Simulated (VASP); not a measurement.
A run of VASP 6.6.1 is set up as follows.

File INCAR:

```
PREC = Accurate
ENCUT = 520
EDIFF = 1E-6
ISMEAR = 0
SIGMA = 0.05
LREAL = F
LASPH = T
NELM = 100
ALGO = Normal
ISIF = 2
LWAVE = F
LCHARG = F
NBANDS = 26
```

File KPOINTS:

```
regular mesh
0
Gamma
  12 12 6
```

File POSCAR:

```
ZnO
1.0
    3.1457972038      0.0000000000      0.0000000000
   -1.5728986019      2.7243402936      0.0000000000
    0.0000000000      0.0000000000      5.2896579982
Zn O
2 2
Direct
    0.3333333333      0.6666666667      0.0018514197
    0.6666666667      0.3333333333      0.5018514197
    0.3333333333      0.6666666667      0.3350338920
    0.6666666667      0.3333333333      0.8350338920
```

Potentials or basis: VASP PAW LDA potentials, release 64 (Zn, O).

The run is started by

```bash
$ cat potpaw_LDA.64/Zn/POTCAR potpaw_LDA.64/O/POTCAR > POTCAR
$ mpirun -np 1 vasp_std > vasp.out
```

Problem. Estimate the band gap on the k mesh.

Solution. 0.96 eV, direct.

Problem. Predict the largest force.

Solution. 2.679 eV/Å.

Problem. Estimate the pressure.

Solution. 4.3 GPa.

Stress tensor (GPa, compression positive):
```
-4.65  0.00  0.00
 0.00 -4.65  0.00
 0.00  0.00 22.29
```

Caveat: forces of over 1 eV/Å act on the atoms, so gaps and moduli don't describe the material at rest.
